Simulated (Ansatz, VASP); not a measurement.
**Ti2NiSb3 in VASP and in Ansatz**

```xyz
6
Lattice="3.8756 0.0000 0.0000 0.0000 3.8756 0.0000 0.0000 0.0000 8.5383" Properties=species:S:1:pos:R:3 pbc="T T T"
Sb    0.0000    1.9378    3.2745
Sb    1.9378    0.0000    5.2639
Sb    1.9378    1.9378    0.0000
Ti    0.0000    1.9378    6.2458
Ti    1.9378    0.0000    2.2925
Ni    0.0000    0.0000    0.0000
```

Alike in both runs: task single point; functional LDA; k mesh 9 × 9 × 4; occupations fermi-dirac, width 0.0148 eV; no spin polarisation; Hubbard terms Ti d U = 3.8 eV.

```csv
,VASP,Ansatz
version,VASP 6.6.1,Ansatz 0.2.0
potentials or method,"VASP PAW LDA potentials, release 64 (Sb, Ti_sv, Ni), cutoff 520 eV",PAW plane waves
valence electrons in the cell,49,87
```

```csv
,VASP,Ansatz,Ansatz less VASP
pressure (GPa),-10.9,-10.4,+0.56
rms of the force components (eV/Å),0.233,0.188,-0.0445
```

LDA's correlation is that of Perdew and Zunger in VASP and of Perdew and Wang (1992) in Ansatz. The programs project onto different local orbitals, so the same U acts differently, and such runs can settle in different states. VASP's potentials hold 49 valence electrons a cell and Ansatz's 87, so a difference there can come from the potentials and not from the codes. Ansatz's warnings: filled band counts differ across k points.

Neither program's run includes spin-orbit coupling.
